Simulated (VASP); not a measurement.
# BeS2 (I-42d) in VASP: relaxation of cell and atoms with PBE

Aim: the relaxation of cell and atoms of BeS2 with PBE.

Program: VASP 6.6.1. These are calculated values, not measurements. Logs are shortened: lines on timing, memory, paths and dates and some standing lists are left out, and cuts for length are marked.

## 1. The cell of the first run

The structure is tetragonal, space group I-42d (No. 122). The conventional cell has a = 4.769 Å, b = 4.769 Å, c = 8.295 Å, α = 90.00°, β = 90.00°, γ = 90.00°. Within 2.8 Å of Be (site symmetry -4) lie 4 S at 2.08 Å. Within 2.8 Å of S (site symmetry 2) lie 2 Be at 2.08 Å.

## 2. Relaxation of cell and atoms, PBE

INCAR reads:

```
SYSTEM = BeS2
ALGO = Normal
EDIFF = 1E-6
EDIFFG = -0.01
ENCUT = 600
GGA = PE
IBRION = 2
ISIF = 3
ISMEAR = 0
LASPH = .True.
LCHARG = .False.
LREAL = .False.
LWAVE = .False.
NELM = 60
NSW = 100
PREC = Accurate
SIGMA = 0.1
```

KPOINTS reads:

```
k-points
0
Gamma
  12 12 12
  0 0 0
```

POSCAR reads:

```
BeS2
1.0
   -2.3845498440      2.3845498440      4.1476122409
    2.3845498440     -2.3845498440      4.1476122409
    2.3845498440      2.3845498440     -4.1476122409
Be S
2 4
Direct
    0.0000000000      0.0000000000      0.0000000000
    0.7500000000      0.2500000000      0.5000000000
    0.3750000000      0.4090885902      0.5340885902
    0.5909114098      0.1250000000      0.9659114098
    0.8750000000      0.8409114098      0.4659114098
    0.1590885902      0.6250000000      0.0340885902
```

Potentials or basis: VASP PAW PBE potentials, release 64 (Be, S).

On the command line:

```
$ cat potpaw_PBE.64/Be/POTCAR potpaw_PBE.64/S/POTCAR > POTCAR
$ mpirun -np 1 vasp_std > vasp.out
```

OUTCAR:

```text
SYSTEM = BeS2
   EDIFF = 1E-6
   EDIFFG = -0.01
   ENCUT = 600
   GGA = PE
   IBRION = 2
   ISIF = 3
   ISMEAR = 0
   LASPH = .True.
   LREAL = .False.
   NELM = 60
   NSW = 100
   PREC = Accurate

 ion  position               nearest neighbor table
   1  0.000  0.000  0.000-   3 2.08   4 2.08   6 2.08   5 2.08
   2  0.750  0.250  0.500-   6 2.08   5 2.08   3 2.08   4 2.08
   3  0.375  0.409  0.534-   1 2.08   2 2.08
   4  0.591  0.125  0.966-   1 2.08   2 2.08
   5  0.875  0.841  0.466-   2 2.08   1 2.08
   6  0.159  0.625  0.034-   2 2.08   1 2.08

  LATTYP: Found a body centered tetragonal cell.
 ALAT       =     4.7690996880
 C/A-ratio  =     1.7393690685

  Lattice vectors:

 A1 = (  -2.3845498440,   2.3845498440,   4.1476122409)
 A2 = (   2.3845498440,  -2.3845498440,   4.1476122409)
 A3 = (   2.3845498440,   2.3845498440,  -4.1476122409)

Analysis of symmetry for initial positions (statically):
=====================================================================
 Subroutine PRICEL returns:
 Original cell was already a primitive cell.

 Routine SETGRP: Setting up the symmetry group for a
 body centered tetragonal supercell.

 Subroutine GETGRP returns: Found  8 space group operations
 (whereof  4 operations were pure point group operations)
 out of a pool of 16 trial point group operations.

The static configuration has the point symmetry S_4 .
 The point group associated with its full space group is D_2d.

Analysis of symmetry for dynamics (positions and initial velocities):
=====================================================================
 Subroutine PRICEL returns:
 Original cell was already a primitive cell.

 Routine SETGRP: Setting up the symmetry group for a
 body centered tetragonal supercell.

 Subroutine GETGRP returns: Found  8 space group operations
 (whereof  4 operations were pure point group operations)
 out of a pool of 16 trial point group operations.

The dynamic configuration has the point symmetry S_4 .
 The point group associated with its full space group is D_2d.

 Subroutine INISYM returns: Found  8 space group operations
 (whereof  4 operations are pure point group operations),
 and found     1 'primitive' translations

----------------------------------------------------------------------------------------

                                     Primitive cell

[... 107 lines left out ...]
   TEBEG  =    0.0;   TEEND  =   0.0 temperature during run
   PSTRESS=    0.0 pullay stress
   NELECT =      28.0000    total number of electrons
   NUPDOWN=      -1.0000    fix difference up-down
   EMIN   =  10.00;   EMAX   =-10.00  energy-range for DOS
   EFERMI =   0.00;   METHOD = LEGACY
   ISMEAR =     0;   SIGMA  =   0.10  broadening in eV -4-tet -1-fermi 0-gaus
   EFERMI_NEDOS =   21; number of points for ismear=-14 and -15
   IALGO  =     38    algorithm
   IMIX   =      4    mixing-type and parameters
     AMIX     =   0.40;   BMIX     =  1.00
     AMIX_MAG =   1.60;   BMIX_MAG =  1.00
  volume/ion in A,a.u.               =      15.72       106.10
  Fermi-wavevector in a.u.,A,eV,Ry     =   1.092037  2.063650 16.225545  1.192544
  Thomas-Fermi vector in A             =   2.228294
   LORBIT       =      0    0 simple, 1 ext, 2 COOP (PROOUT), +10 PAW based schemes
   GGA     = PE    functional components
   LHFCALC =     F    Hartree Fock is set to
   AEXX    =    0.0000 exact exchange contribution
   IVDW    =     0    specifies the selected vdW correction
   LEPSILON=     F    determine dielectric tensor
   LRPA    =     F    only Hartree local field effects (RPA)
 conjugate gradient relaxation of ions
 non-spin polarized calculation
 Gauss-broadening in eV      SIGMA  =   0.10
  energy-cutoff  :      600.00
  volume of cell :       94.33
 maximum number of plane-waves:      3212
 NGX is ok and might be reduce to    48
   NGX = 21   NGY = 21   NGZ = 21

--------------------------------------- Ionic step        1  -------------------------------------------

 number of electron      28.0000000 magnetization

 Free energy of the ion-electron system (eV)
  ---------------------------------------------------
  ext. energy  EPLUGINS =         0.00000000
  ---------------------------------------------------
  free energy    TOTEN  =       -24.13202513 eV

  energy without entropy =      -24.11555223  energy(sigma->0) =      -24.12378868

------------------------ aborting loop because EDIFF is reached ----------------------------------------

  FORCE on cell =-STRESS in cart. coord.  units (eV):
  Direction    XX          YY          ZZ          XY          YZ          ZX
  --------------------------------------------------------------------------------------
  -------------------------------------------------------------------------------------
  Total        0.0820103      0.0820103     -0.0628739      0.0000000      0.0000000      0.0000000
  in kB        1.3928617      1.3928617     -1.0678499      0.0000000      0.0000000      0.0000000
  external PRESSURE =       0.5726245 kB  Pullay stress =       0.0000000 kB
[... 107 lines left out ...]
--------------------------------------- Ionic step        4  -------------------------------------------

 number of electron      28.0000000 magnetization

 Free energy of the ion-electron system (eV)
  ---------------------------------------------------
  ext. energy  EPLUGINS =         0.00000000
  ---------------------------------------------------
  free energy    TOTEN  =       -24.13227376 eV

  energy without entropy =      -24.11598565  energy(sigma->0) =      -24.12412971

 E-fermi :   4.3583     XC(G=0): -10.0296

 val. band max:        4.3582086859   @ k =  -0.3333  -0.4167   0.1667
 cond. band min:       4.3584856495   @ k =  -0.2500   0.5000   0.1667
 fundamental gap:      0.0002769636
 Fermi energy:         4.3583264905

 k-point     1 :       0.0000    0.0000    0.0000
  band No.  band energies     occupation
      1      -9.7438      2.00000
      2      -6.9330      2.00000
      3      -6.9330      2.00000
      4      -6.2881      2.00000
      5       0.1338      2.00000
      6       0.7341      2.00000
[... 481 lines left out ...]
      5      -0.5975      2.00000
      6      -0.1477      2.00000
[... 10 lines left out ...]
     17      10.1681      0.00000
     18      11.1774      0.00000

 [... further k-points ...]

------------------------ aborting loop because EDIFF is reached ----------------------------------------

  FORCE on cell =-STRESS in cart. coord.  units (eV):
  Direction    XX          YY          ZZ          XY          YZ          ZX
  --------------------------------------------------------------------------------------
  -------------------------------------------------------------------------------------
  Total       -0.0221812     -0.0221812     -0.0552900      0.0000000      0.0000000      0.0000000
  in kB       -0.3766114     -0.3766114     -0.9387622      0.0000000      0.0000000      0.0000000
  external PRESSURE =      -0.5639950 kB  Pullay stress =       0.0000000 kB
[... 21 lines left out ...]
  FREE ENERGIE OF THE ION-ELECTRON SYSTEM (eV)
  ---------------------------------------------------
  free  energy   TOTEN  =       -24.1322737645 eV

  energy  without entropy=      -24.1159856500  energy(sigma->0) =      -24.12412971

 reached required accuracy - stopping structural energy minimisation
```

OSZICAR:

```text
N       E                     dE             d eps       ncg     rms          rms(c)
DAV:   1     0.144399395553E+03    0.14440E+03   -0.13789E+04  5868   0.153E+03
DAV:   2    -0.147033538567E+02   -0.15910E+03   -0.15663E+03  8368   0.238E+02
[... 29 lines left out ...]
DAV:   1    -0.241323801360E+02   -0.20244E-03   -0.87959E-03  5908   0.551E-01    0.731E-02
DAV:   2    -0.241322997221E+02    0.80414E-04   -0.31816E-04  6658   0.118E-01    0.340E-02
DAV:   3    -0.241322713087E+02    0.28413E-04   -0.80217E-05  6640   0.488E-02    0.111E-02
DAV:   4    -0.241322724216E+02   -0.11129E-05   -0.33991E-06  5634   0.130E-02    0.705E-03
DAV:   5    -0.241322736114E+02   -0.11898E-05   -0.61747E-07  3594   0.537E-03    0.206E-03
DAV:   6    -0.241322737645E+02   -0.15310E-06   -0.10565E-07  3444   0.313E-03
   4 F= -.24132274E+02 E0= -.24124130E+02  d E =-.968054E-04
```

CONTCAR:

```text
BeS2
   1.00000000000000
    -2.3874728303077073    2.3874728303077073    4.1387092473102252
     2.3874728303077073   -2.3874728303077073    4.1387092473102252
     2.3874728303077073    2.3874728303077073   -4.1387092473102252
  Be              S
     2     4
Direct
     1.0000000000000000    0.0000000000000000    0.0000000000000000
     0.7500000000000000    0.2500000000000000    0.5000000000000000
     0.3750000000000000    0.4094342575595220    0.5344342575595220
     0.5905657424404780    0.1250000000000000    0.9655657424404780
     0.8750000000000000    0.8405657424404780    0.4655657424404780
     0.1594342575595220    0.6250000000000000    0.0344342575595220

  0.00000000E+00  0.00000000E+00  0.00000000E+00
  0.00000000E+00  0.00000000E+00  0.00000000E+00
  0.00000000E+00  0.00000000E+00  0.00000000E+00
  0.00000000E+00  0.00000000E+00  0.00000000E+00
  0.00000000E+00  0.00000000E+00  0.00000000E+00
  0.00000000E+00  0.00000000E+00  0.00000000E+00
```

Wall time 11 min (1 thread of Intel Xeon Platinum 8488C (Sapphire Rapids), shared host); peak memory 0.52 GiB.

Results:

* Free energy: -24.1323 eV
* Relaxed volume: 15.73 Å³/atom
* Relaxed cell: a = 5.341 Å, b = 5.341 Å, c = 5.341 Å, α = 126.90°, β = 126.90°, γ = 78.42°
* Space group after relaxing (to 0.1 Å): I-42d (No. 122)
* Energy gained by relaxing: 0.0 meV/atom
* Ionic steps: 4
* Pressure after relaxing: -0.1 GPa
* Band gap on the k mesh: zero (bands 14 and 15 overlap by 1.70 eV)

The path:
```
step  energy change (eV)  largest force (eV/Å)  pressure (GPa)  volume (Å³)
   1              0.0000                0.0156            0.06        94.33
   2             -0.0001                0.0048           -0.04        94.41
   3             -0.0002                0.0024           -0.10        94.46
   4             -0.0002                0.0012           -0.06        94.36
```

Final structure:
```cif
data_structure
_symmetry_space_group_name_H-M 'P 1'
_symmetry_Int_Tables_number 1
_cell_length_a 5.3413
_cell_length_b 5.3413
_cell_length_c 5.3413
_cell_angle_alpha 126.899
_cell_angle_beta 126.899
_cell_angle_gamma 78.416
_cell_volume 94.36
loop_
_atom_site_label
_atom_site_type_symbol
_atom_site_fract_x
_atom_site_fract_y
_atom_site_fract_z
_atom_site_occupancy
Be1 Be 0.00000 0.00000 0.00000 1
Be2 Be 0.75000 0.25000 0.50000 1
S1 S 0.37500 0.40943 0.53443 1
S2 S 0.59057 0.12500 0.96557 1
S3 S 0.87500 0.84057 0.46557 1
S4 S 0.15943 0.62500 0.03443 1
```
